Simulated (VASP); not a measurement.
# CuSi16 (a cell with a defect) in VASP: single point with PBE

Aim: the single point of CuSi16 (a cell with a defect) with PBE.

All numbers are computed with VASP 6.6.1; they aren't measurements. Logs are shortened: lines on timing, memory, paths and dates and some standing lists are left out, and cuts for length are marked.

### 1 The cell of the first run

The cell holds a defect, 17 atoms: a = 7.679 Å, b = 7.679 Å, c = 7.679 Å, α = 60.00°, β = 60.00°, γ = 60.00°.

### 2 Single point, PBE

The input, INCAR:

```
  PREC = Accurate
  ENCUT = 520
  EDIFF = 1E-7
  ISMEAR = 0
  SIGMA = 0.02
  LREAL = Auto
  LASPH = T
  NELM = 100
  ALGO = Normal
  ISIF = 2
  LWAVE = F
  LCHARG = F
  GGA = PE
  NBANDS = 52
  NELECT = 74.0
```

The input, KPOINTS:

```
regular mesh
0
Gamma
  2 2 2
```

The input, POSCAR:

```
CuSi16
1.0
    0.0000000000      5.4300000000      5.4300000000
    5.4300000000      0.0000000000      5.4300000000
    5.4300000000      5.4300000000      0.0000000000
Si Cu
16 1
Direct
    0.0076081952      0.0159393186     -0.0389658379
    0.1207166667      0.1142417127      0.1203651013
   -0.0016632597      0.0017127993      0.4913953039
    0.1394907919      0.1362554328      0.5889303867
   -0.0137425414      0.5062419890      0.0020931860
    0.1207272560      0.6452475138      0.1205629834
   -0.0016968692      0.5094486188      0.4916408840
    0.1135034070      0.6284945672      0.6306566298
    0.5046234807     -0.0195628913      0.0040848066
    0.6391266114      0.1198557090      0.1220940147
    0.5118005525     -0.0021504604      0.4935832413
    0.6269397790      0.1165116022      0.6330246777
    0.5046193370      0.5116270718      0.0039504604
    0.6178935543      0.6096985267      0.1633721915
    0.4858291897      0.4897678637      0.5354940147
    0.6268912523      0.6246269797      0.6328527624
    0.3124922652      0.3127697974      1.0625994475
```

Potentials or basis: VASP PAW PBE potentials, release 64 (Si, Cu).

On the command line:

```bash
$ cat potpaw_PBE.64/Si/POTCAR potpaw_PBE.64/Cu/POTCAR > POTCAR
$ mpirun -np 1 vasp_std > vasp.out
```

OUTCAR:

```text
PREC = Accurate
   ENCUT = 520
   EDIFF = 1E-7
   ISMEAR = 0
   LREAL = Auto
   LASPH = T
   NELM = 100
   ISIF = 2
   GGA = PE
   NELECT = 74.0

 ion  position               nearest neighbor table
   1  0.008  0.016  0.961-  10 2.32   4 2.33   6 2.34   2 2.34
   2  0.121  0.114  0.120-   3 2.33   1 2.34  17 2.37   9 2.41   5 2.46
   3  0.998  0.002  0.491-   2 2.33  12 2.33   8 2.34   4 2.35
   4  0.139  0.136  0.589-   1 2.33  11 2.34   7 2.35   3 2.35
   5  0.986  0.506  0.002-  14 2.32   8 2.33  17 2.33   6 2.46   2 2.46
   6  0.121  0.645  0.121-   7 2.33   1 2.34  17 2.37  13 2.41   5 2.46
   7  0.998  0.509  0.492-   6 2.33  16 2.33   8 2.34   4 2.35
   8  0.114  0.628  0.631-   5 2.33   3 2.34  15 2.34   7 2.34
   9  0.505  0.980  0.004-  12 2.33  14 2.34  17 2.37   2 2.41  10 2.46
  10  0.639  0.120  0.122-   1 2.32  11 2.33  17 2.33  13 2.46   9 2.46
  11  0.512  0.998  0.494-  10 2.33   4 2.34  16 2.34  12 2.34
  12  0.627  0.117  0.633-   9 2.33   3 2.33  11 2.34  15 2.35
  13  0.505  0.512  0.004-  16 2.33  14 2.34  17 2.37   6 2.41  10 2.46
  14  0.618  0.610  0.163-   5 2.32  15 2.33   9 2.34  13 2.34
  15  0.486  0.490  0.535-  14 2.33   8 2.34  12 2.35  16 2.35
  16  0.627  0.625  0.633-  13 2.33   7 2.33  11 2.34  15 2.35
  17  0.312  0.313  0.063-  10 2.33   5 2.33   2 2.37   6 2.37   9 2.37  13 2.37

  LATTYP: Found a face centered cubic cell.
 ALAT       =    10.8600000000

  Lattice vectors:

 A1 = (   0.0000000000,   5.4300000000,   5.4300000000)
 A2 = (   5.4300000000,   0.0000000000,   5.4300000000)
 A3 = (   5.4300000000,   5.4300000000,   0.0000000000)

Analysis of symmetry for initial positions (statically):
=====================================================================
 Subroutine PRICEL returns:
 Original cell was already a primitive cell.

 Routine SETGRP: Setting up the symmetry group for a
 face centered cubic supercell.

 Subroutine GETGRP returns: Found  1 space group operations
 (whereof  1 operations were pure point group operations)
 out of a pool of 48 trial point group operations.

The static configuration has the point symmetry C_1 .

Analysis of symmetry for dynamics (positions and initial velocities):
=====================================================================
 Subroutine PRICEL returns:
 Original cell was already a primitive cell.

 Routine SETGRP: Setting up the symmetry group for a
 face centered cubic supercell.

 Subroutine GETGRP returns: Found  1 space group operations
 (whereof  1 operations were pure point group operations)
 out of a pool of 48 trial point group operations.

The dynamic configuration has the point symmetry C_1 .

 Subroutine INISYM returns: Found  1 space group operations
 (whereof  1 operations are pure point group operations),
 and found     1 'primitive' translations

----------------------------------------------------------------------------------------

                                     Primitive cell

  volume of cell :     320.2060

  direct lattice vectors                    reciprocal lattice vectors
     0.000000000  5.430000000  5.430000000    -0.092081031  0.092081031  0.092081031
     5.430000000  0.000000000  5.430000000     0.092081031 -0.092081031  0.092081031
     5.430000000  5.430000000  0.000000000     0.092081031  0.092081031 -0.092081031

  length of vectors
     7.679179644  7.679179644  7.679179644     0.159489025  0.159489025  0.159489025

  position of ions in fractional coordinates (direct lattice)
     0.007608195  0.015939319  0.961034162
     0.120716667  0.114241713  0.120365101
     0.998336740  0.001712799  0.491395304
     0.139490792  0.136255433  0.588930387
     0.986257459  0.506241989  0.002093186
     0.120727256  0.645247514  0.120562983
[... 9 lines left out ...]
     0.626891252  0.624626980  0.632852762
     0.312492265  0.312769797  0.062599447

  ion indices of the primitive-cell ions
   primitive index   ion index
                 1           1
                 2           2
                 3           3
                 4           4
                 5           5
                 6           6
[... 9 lines left out ...]
                16          16
                17          17

----------------------------------------------------------------------------------------

 KPOINTS: regular mesh

Automatic generation of k-mesh.
 Grid dimensions read from file:
 generate k-points for:    2    2    2

 Generating k-lattice:

  Cartesian coordinates                     Fractional coordinates (reciprocal lattice)
    -0.046040516  0.046040516  0.046040516     0.500000000  0.000000000  0.000000000
     0.046040516 -0.046040516  0.046040516     0.000000000  0.500000000  0.000000000
     0.046040516  0.046040516 -0.046040516     0.000000000  0.000000000  0.500000000

  Length of vectors
     0.079744512  0.079744512  0.079744512

  Shift w.r.t. Gamma in fractional coordinates (k-lattice)
     0.000000000  0.000000000  0.000000000

 Subroutine IBZKPT returns following result:
 ===========================================

 Found      8 irreducible k-points:

 Following reciprocal coordinates:
            Coordinates               Weight
  0.000000  0.000000  0.000000      1.000000
  0.500000  0.000000  0.000000      1.000000
  0.000000  0.500000  0.000000      1.000000
  0.000000  0.000000  0.500000      1.000000
  0.500000  0.500000  0.500000      1.000000
  0.500000  0.500000  0.000000      1.000000
  0.000000  0.500000  0.500000      1.000000
  0.500000  0.000000  0.500000      1.000000
   k-points           NKPTS =      8   k-points in BZ     NKDIM =      8   number of bands    NBANDS=     52
   number of dos      NEDOS =    301   number of ions     NIONS =     17
   total plane-waves  NPLWV = 216000
   dimension x,y,z NGX =    60 NGY =   60 NGZ =   60
   dimension x,y,z NGXF=   120 NGYF=  120 NGZF=  120
   ions per type =              16   1
   NGX,Y,Z   is equivalent  to a cutoff of  12.99, 12.99, 12.99 a.u.
   NGXF,Y,Z  is equivalent  to a cutoff of  25.98, 25.98, 25.98 a.u.
 SYSTEM =  unknown system
   PREC   = accura    normal or accurate (medium, high low for compatibility)
   ISTART =      0    job   : 0-new  1-cont  2-samecut
   ICHARG =      2    charge: 1-file 2-atom 10-const
   ISPIN  =      1    spin polarized calculation?
   LNONCOLLINEAR =      F non collinear calculations
   LSORBIT =      F    spin-orbit coupling
   LASPH  =      T    aspherical Exc in radial PAW
   ENCUT  =  520.0 eV  38.22 Ry    6.18 a.u.  14.28 14.28 14.28*2*pi/ulx,y,z
   NELM   =    100;   NELMIN=  2; NELMDL= -5     # of ELM steps
   EDIFF  = 0.1E-06   stopping-criterion for ELM
   LREAL  =      T    real-space projection
   EDIFFG = 0.1E-05   stopping-criterion for IOM
   NSW    =      0    number of steps for IOM
   IBRION =     -1    ionic relax: 0-MD 1-quasi-New 2-CG
   NFREE  =      0    steps in history (QN), initial steepest desc. (CG)
   ISIF   =      2    stress and relaxation
   ISYM   =      2    0-nonsym 1-usesym 2-fastsym
   POTIM  = 0.5000    time-step for ionic-motion
   TEBEG  =    0.0;   TEEND  =   0.0 temperature during run
   PSTRESS=    0.0 pullay stress
   NELECT =      74.0000    total number of electrons
   NUPDOWN=      -1.0000    fix difference up-down
   EMIN   =  10.00;   EMAX   =-10.00  energy-range for DOS
   EFERMI =   0.00;   METHOD = LEGACY
   ISMEAR =     0;   SIGMA  =   0.02  broadening in eV -4-tet -1-fermi 0-gaus
   EFERMI_NEDOS =   21; number of points for ismear=-14 and -15
   IALGO  =     38    algorithm
   IMIX   =      4    mixing-type and parameters
     AMIX     =   0.40;   BMIX     =  1.00
     AMIX_MAG =   1.60;   BMIX_MAG =  1.00
  volume/ion in A,a.u.               =      18.84       127.11
  Fermi-wavevector in a.u.,A,eV,Ry     =   1.004636  1.898488 13.732283  1.009294
  Thomas-Fermi vector in A             =   2.137265
   LORBIT       =      0    0 simple, 1 ext, 2 COOP (PROOUT), +10 PAW based schemes
   GGA     = PE    functional components
   LHFCALC =     F    Hartree Fock is set to
   AEXX    =    0.0000 exact exchange contribution
   IVDW    =     0    specifies the selected vdW correction
   LEPSILON=     F    determine dielectric tensor
   LRPA    =     F    only Hartree local field effects (RPA)
 non-spin polarized calculation
 Gauss-broadening in eV      SIGMA  =   0.02
  energy-cutoff  :      520.00
  volume of cell :      320.21
 maximum number of plane-waves:      8646
 NGX is ok and might be reduce to    60
   NGX = 29   NGY = 29   NGZ = 29

 number of electron      73.9999994 magnetization

 Free energy of the ion-electron system (eV)
  ---------------------------------------------------
  ext. energy  EPLUGINS =         0.00000000
  ---------------------------------------------------
  free energy    TOTEN  =       -94.17025636 eV

  energy without entropy =      -94.17025636  energy(sigma->0) =      -94.17025636

 E-fermi :   6.3960     XC(G=0):  -9.6167

 val. band max:        6.3115580214   @ k =   0.0000   0.0000   0.0000
 cond. band min:       6.4802988352   @ k =   0.0000   0.0000   0.0000
 fundamental gap:      0.1687408138
 Fermi energy:         6.3959871568

 k-point     1 :       0.0000    0.0000    0.0000
  band No.  band energies     occupation
      1      -5.9000      2.00000
      2      -3.5544      2.00000
      3      -3.5179      2.00000
      4      -3.4844      2.00000
      5      -3.4699      2.00000
      6      -1.9434      2.00000
[... 41 lines left out ...]
     48       8.4138      0.00000
     49       8.5014      0.00000

 k-point     2 :       0.5000    0.0000    0.0000
  band No.  band energies     occupation
      1      -5.1846      2.00000
      2      -4.9864      2.00000
      3      -3.3188      2.00000
      4      -3.2469      2.00000
      5      -3.1098      2.00000
      6      -3.1096      2.00000
[... 304 lines left out ...]
 k-point     8 :       0.5000    0.0000    0.5000
  band No.  band energies     occupation
      1      -4.9460      2.00000
      2      -4.7010      2.00000
      3      -3.9123      2.00000
      4      -3.7839      2.00000
      5      -3.7457      2.00000
      6      -3.7390      2.00000
[... 41 lines left out ...]
     48      10.4035      0.00000
     49      10.4710      0.00000
 [bands above 49 left out]

------------------------ aborting loop because EDIFF is reached ----------------------------------------

  FORCE on cell =-STRESS in cart. coord.  units (eV):
  Direction    XX          YY          ZZ          XY          YZ          ZX
  --------------------------------------------------------------------------------------
  -------------------------------------------------------------------------------------
  Total       -1.1774070     -0.8086160     -1.1781958      0.0518071     -0.0614480     -1.1888135
  in kB       -5.8912536     -4.0459771     -5.8952003      0.2592211     -0.3074603     -5.9483270
  external PRESSURE =      -5.2774770 kB  Pullay stress =       0.0000000 kB

 VOLUME and BASIS-vectors are now :
 -----------------------------------------------------------------------------
  energy-cutoff  :      520.00
  volume of cell :      320.21
      direct lattice vectors                 reciprocal lattice vectors
     0.000000000  5.430000000  5.430000000    -0.092081031  0.092081031  0.092081031
     5.430000000  0.000000000  5.430000000     0.092081031 -0.092081031  0.092081031
     5.430000000  5.430000000  0.000000000     0.092081031  0.092081031 -0.092081031

 POSITION                                       TOTAL-FORCE (eV/Angst)
 -----------------------------------------------------------------------------------
      5.30497      5.25973      0.12786         0.003404      0.001857     -0.000437
      1.27392      1.30907      1.27582        -0.002252     -0.007114     -0.006848
      2.67758      8.08925      5.43027         0.003589      0.003442     -0.000573
      3.93776      3.95533      1.49730         0.002817      0.002843     -0.003419
      2.76026      5.36674      8.10427         0.004303     -0.007939     -0.006017
      4.15835      1.31021      4.15924         0.008394     -0.004991      0.001113
[... 9 lines left out ...]
      6.82811      6.84041      6.79574        -0.002305     -0.001986     -0.003218
      2.03825      2.03675      3.39517         0.001865      0.000732     -0.000220
 -----------------------------------------------------------------------------------
    total drift:                               -0.001577      0.009310     -0.002157

  FREE ENERGIE OF THE ION-ELECTRON SYSTEM (eV)
  ---------------------------------------------------
  free  energy   TOTEN  =       -94.1702563649 eV

  energy  without entropy=      -94.1702563649  energy(sigma->0) =      -94.17025636
```

It took 5.8 min on 1 thread of AMD EPYC 9R45 (Zen 5), shared host; peak memory 0.46 GiB.

Results:

| Item | Value |
| --- | --- |
| Free energy | -94.1703 eV |
| Largest force | 0.017 eV/Å |

Forces in eV/Å, atoms in the order of the input:
```
Si   0.003  0.002  0.000
Si  -0.002 -0.007 -0.007
Si   0.004  0.003 -0.001
Si   0.003  0.003 -0.003
Si   0.004 -0.008 -0.006
Si   0.008 -0.005  0.001
Si   0.001  0.001  0.001
Si  -0.005  0.004  0.001
Si  -0.010  0.005 -0.002
Si  -0.009  0.014  0.003
Si   0.001 -0.003 -0.001
Si   0.000 -0.005  0.000
Si   0.004  0.005  0.013
Si  -0.001 -0.005 -0.001
Si  -0.001 -0.004  0.006
Si  -0.002 -0.002 -0.003
Cu   0.002  0.001  0.000
```

Caveat: the k points lie up to 0.50 Å⁻¹ apart; the cell carries a net charge on a neutralising background, which shifts energy and pressure; the cell is charged against a uniform background, so pressure and absolute levels hang on convention.
